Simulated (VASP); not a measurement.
Input of a VASP 6.6.1 run:

Contents of INCAR:

```
SYSTEM = Zr
  PREC = Accurate
  ENCUT = 520
  EDIFF = 1E-6
  ISMEAR = 0
  SIGMA = 0.1
  LREAL = .FALSE.
  LASPH = .TRUE.
  NELM = 80
  ALGO = Fast
  ISIF = 2
  LWAVE = .FALSE.
  LCHARG = .TRUE.
  GGA = PS
  LELF = .TRUE.
  LVHAR = .TRUE.
  NBANDS = 19
```

KPOINTS

```
Automatic mesh
0
G
  18 18 8
  0 0 0
```

File POSCAR:

```
Zr
1.0
    3.1861331942      0.0000000000      0.0000000000
   -1.5930665971      2.7592722860      0.0000000000
    0.0000000000      0.0000000000      5.1115283638
Zr
2
Direct
    0.3333333333      0.6666666667      0.2500000000
    0.6666666667      0.3333333333      0.7500000000
```

Potentials or basis: VASP PAW PBE potentials, release 64 (Zr_sv).

Launch:

```sh
$ cat potpaw_PBE.64/Zr_sv/POTCAR > POTCAR
$ mpirun -np 1 vasp_std > vasp.out
```

(1) Predict the pressure.

(2) Estimate the band gap on the k mesh.

Answers

(1) 0.1 GPa.

(2) zero (bands 12 and 13 overlap by 1.20 eV).

Caveat: the PAW data sets were made with another functional, which shifts forces and pressure a little.
